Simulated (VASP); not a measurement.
Wanted: the native input for a VASP 6.6.1 run.

```
Task                   : electric field gradients
Functional             : PBE
Potentials or basis    : VASP PAW PBE potentials, release 64 (Ni, O)
Cutoff                 : 520 eV
k mesh                 : 17 × 17 × 17
Occupations            : fermi-dirac, width 0.03 eV
Spin                   : collinear spin, ferromagnetic start
Starting moments       : [1.5, 0.0] μB
Dipole correction      : no
Further INCAR settings : ALGO = Normal; EDIFF = 1e-08; NBANDS = 19
```

The structure of NiO lies in POSCAR:

```
NiO
1.0
    0.0000000000      2.0982579248      2.0982579248
    2.0982579248      0.0000000000      2.0982579248
    2.0982579248      2.0982579248      0.0000000000
Ni O
1 1
Direct
    0.0000000000      0.0000000000      0.0000000000
    0.5000000000      0.5000000000      0.5000000000
```

One way to write it, as run:

INCAR

```
PREC     = Accurate       # precision mode
ENCUT    = 520            # plane-wave cutoff, eV
EDIFF    = 1E-8           # SCF threshold, eV
ISMEAR   = -1             # smearing method
SIGMA    = 0.03           # smearing width, eV
LREAL    = F              # projectors in reciprocal space
LASPH    = T              # aspherical terms in the spheres
NELM     = 150            # most SCF steps
ALGO     = Normal         # electronic algorithm
ISIF     = 2              # what is computed and relaxed
LWAVE    = F              # write WAVECAR
LCHARG   = F              # write CHGCAR
ISPIN    = 2              # spin polarisation
MAGMOM   = 1.5 0          # initial moments
LORBIT   = 11             # projections on sites
LMAXMIX  = 4              # l up to which the mixer works
GGA      = PE             # functional
LEFG     = T            
NBANDS   = 19             # bands
```

KPOINTS

```
Automatic mesh
0
Gamma
  17 17 17
```

Potentials or basis: VASP PAW PBE potentials, release 64 (Ni, O).

Launch:

```console
$ cat potpaw_PBE.64/Ni/POTCAR potpaw_PBE.64/O/POTCAR > POTCAR
$ mpirun -np 1 vasp_std > vasp.out
```

It gave:

```json
{
 "Pressure": "2.0 GPa",
 "Net moment": "1.74 μB per cell",
 "Site moments": "Ni +1.43; O +0.26 μB",
 "Largest electric field gradient by atom": "under 0.05 V/Å² on every atom",
 "Valence electrons inside the program's atomic spheres": "Ni 8.96; O 4.97"
}
```

Caveat: a cell with one magnetic atom can't hold antiferromagnetic order, which such compounds often take.

Run time: 2.4 min on 1 thread of Intel(R) Xeon(R) Platinum 8488C (Sapphire Rapids) (shared host), peak memory 0.22 GiB.
